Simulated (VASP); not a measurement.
Set up this calculation in VASP 6.6.1, as the native input.

```yaml
Task: single point
Functional: PBE
Potentials_or_basis: VASP PAW PBE potentials, release 64 (K_sv, Pd)
Cutoff: 520 eV
k_mesh: 6 × 6 × 6
Occupations: fermi-dirac, width 0.05 eV
Spin: no spin polarisation
Dipole_correction: no
k_mesh_for_the_DOS: 9 × 9 × 9
Occupations_for_the_DOS: tetrahedron
Further_INCAR_settings: ALGO = Fast; EDIFF = 1e-06; NBANDS = 26
```

Crystal: K3Pd.

```
CELL_PARAMETERS angstrom
5.44501 0.00000 0.00000
0.00000 5.44501 0.00000
0.00000 0.00000 5.44501
ATOMIC_POSITIONS crystal
K 0.50000 0.50000 0.00000
K 0.50000 0.00000 0.50000
K 0.00000 0.50000 0.50000
Pd 0.00000 0.00000 0.00000
```

One way to write it, as run:

POSCAR

```
K3Pd
1.0
    5.4450130000      0.0000000000      0.0000000000
    0.0000000000      5.4450130000      0.0000000000
    0.0000000000      0.0000000000      5.4450130000
K Pd
3 1
Direct
    0.5000000000      0.5000000000      0.0000000000
    0.5000000000      0.0000000000      0.5000000000
    0.0000000000      0.5000000000      0.5000000000
    0.0000000000      0.0000000000      0.0000000000
```

INCAR.step1

```
SYSTEM = K3Pd
PREC = Accurate
ENCUT = 520
EDIFF = 1E-6
ISMEAR = -1
SIGMA = 0.05
LREAL = .False.
LASPH = .True.
NELM = 100
ALGO = Fast
ISIF = 2
LWAVE = .False.
LCHARG = .True.
LMAXMIX = 4
GGA = PE
NBANDS = 26
```

KPOINTS.step1

```
regular mesh
0
Gamma
  6 6 6
  0 0 0
```

INCAR.step2

```
SYSTEM = K3Pd
PREC = Accurate
ENCUT = 520
EDIFF = 1E-6
ISMEAR = -5
SIGMA = 0.05
LREAL = .False.
LASPH = .True.
NELM = 100
ALGO = Fast
ISIF = 2
LWAVE = .False.
LCHARG = .False.
LMAXMIX = 4
GGA = PE
LORBIT = 11
NBANDS = 26
NEDOS = 2001
ICHARG = 11
```

KPOINTS.step2

```
regular mesh
0
Gamma
  9 9 9
  0 0 0
```

Potentials or basis: VASP PAW PBE potentials, release 64 (K_sv, Pd).

Command:

```console
$ cat potpaw_PBE.64/K_sv/POTCAR potpaw_PBE.64/Pd/POTCAR > POTCAR
$ cp INCAR.step1 INCAR
$ cp KPOINTS.step1 KPOINTS
$ mpirun -np 1 vasp_std > vasp.out
$ cp INCAR.step2 INCAR
$ cp KPOINTS.step2 KPOINTS
$ mpirun -np 1 vasp_std > vasp.out
```

Results of the run:

```json
{
 "Valence electrons inside the program's atomic spheres": "K 7.56; Pd 9.19"
}
```

Wall time 2.9 min on 1 thread of Intel(R) Xeon(R) Platinum 8559C (Emerald Rapids), with other jobs on the host, peak memory 0.3 GiB.
